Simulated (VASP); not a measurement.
Runs of VASP 6.6.1 on NbC (Niobocarbide). The structure is that of space group Fm-3m (No. 225), or close to it. The cells are those of the table. 

```csv
task,cell,gap on the mesh (eV),pressure (GPa)
relaxation of cell and atoms,"relaxed to 20 GPa from a = 3.160 Å, angles 60.0°, 2 atoms",none,20.0
relaxation of cell and atoms,"relaxed to 30 GPa from a = 3.160 Å, angles 60.0°, 2 atoms",none,30.0
single point,"a = 3.146 Å, angles 60.0°, 2 atoms",none,(a)
single point,"a = 3.089 Å, angles 60.0°, 2 atoms",none,19.4
relaxation of cell and atoms,"relaxed from a = 3.160 Å, angles 60.0°, 2 atoms",none,0.0
relaxation of cell and atoms,"relaxed to 10 GPa from a = 3.160 Å, angles 60.0°, 2 atoms",none,9.9
single point,"a = 3.042 Å, angles 60.0°, 2 atoms",none,39.3
relaxation of cell and atoms,"relaxed to 40 GPa from a = 3.160 Å, angles 60.0°, 2 atoms",none,40.0
single point,"a = 3.116 Å, angles 60.0°, 2 atoms",none,(b)
single point,"a = 3.064 Å, angles 60.0°, 2 atoms",none,29.3
```

Alike in all rows: level PBEsol; potentials or basis VASP PAW PBE potentials, release 64 (Nb_sv, C); no spin polarisation; k mesh 13 × 13 × 13; cutoff (eV) 600; smearing methfessel-paxton 0.1 eV.

Q: Fill in the values left out.

A: (a) -0.6; (b) 9.4.

Caveats: the PAW data sets were made with another functional, which shifts forces and pressure a little; the cell is relaxed towards a set pressure, so the enthalpy falls and the energy may rise (some runs).

A k mesh can miss the band edges, and the runs leave out spin-orbit coupling on Nb.

A gap of «none» marks levels without a gap at the run's occupations.
